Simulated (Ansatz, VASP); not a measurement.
**One calculation of PtS2, two programs**

POSCAR

```
PtS2
1.0
    3.5526415803      0.0000000000      0.0000000000
   -1.7763207902      3.0766778591      0.0000000000
    0.0000000000      0.0000000000      5.1227110450
Pt S
1 2
Direct
    0.0000000000      0.0000000000      0.0000000000
    0.3333333333      0.6666666667      0.2392599773
    0.6666666667      0.3333333333      0.7607400227
```

File INCAR.step1:

```
PREC = Accurate
ENCUT = 520
ISMEAR = 0
SIGMA = 0.01
LREAL = F
LASPH = T
NELM = 80
NBANDS = 18
GGA = PE
ALGO = Normal
EDIFF = 1E-4
LWAVE = T
LCHARG = F
```

The input INCAR.step2:

```
PREC = Accurate
ENCUT = 520
EDIFF = 1E-7
ISMEAR = 0
SIGMA = 0.01
LREAL = F
LASPH = T
NELM = 80
ALGO = Normal
ISIF = 2
LWAVE = F
LCHARG = F
METAGGA = R2SCAN
LMIXTAU = T
NBANDS = 18
ISTART = 1
```

KPOINTS

```
regular mesh
0
Gamma
  6 6 4
```

Input for Ansatz:

```yaml
crystal:
  lattice:
    - [3.5526415803, 0.0, 0.0]
    - [-1.7763207902, 3.0766778591, 0.0]
    - [0.0, 0.0, 5.122711045]
  atoms:
    - { symbol: Pt, position: [0.0, 0.0, 0.0] }
    - { symbol: S, position: [0.3333333333, 0.6666666667, 0.2392599773] }
    - { symbol: S, position: [0.6666666667, 0.3333333333, 0.7607400227] }
kpoints:
  mp_grid: { grid: [6, 6, 4] }
hamiltonian:
  xc: r2scan
scf:
  occupations: { method: fixed }
  n_extra_bands: 4
output:
  forces: true
  stress: true
  eigenvalues: true
```

Alike in both runs: task single point; functional r2SCAN; k mesh 6 × 6 × 4; no spin polarisation.

|  | VASP | Ansatz |
| --- | --- | --- |
| version | VASP 6.6.1 | Ansatz 0.2.0 |
| potentials or method | VASP PAW PBE potentials, release 64 (Pt, S) | plane waves, PAW |
| plane-wave cutoff (eV) | 520 | 500 |
| occupations | gaussian, width 0.01 eV | fixed |
| valence electrons in the cell | 22 | 30 |

|  | VASP | Ansatz | Ansatz less VASP |
| --- | --- | --- | --- |
| gap on the k mesh at the Fermi level (eV) | 0.98 | 0.99 | +0.005 |
| pressure (GPa) | 1.2 | 1.3 | +0.08 |
| traceless stress, the component that is largest in VASP (GPa) | 0.05 | 0.07 | +0.017 |
| rms of the force components (eV/Å) | 0.023 | 0.020 | -0.0024 |

VASP's potentials were made for PBE, not for r2SCAN. Atom by atom the forces differ by 0.002 eV/Å (rms over components). VASP's potentials hold 22 valence electrons a cell and Ansatz's 30, so a difference there can come from the potentials and not from the codes.

Neither program's run includes spin-orbit coupling.
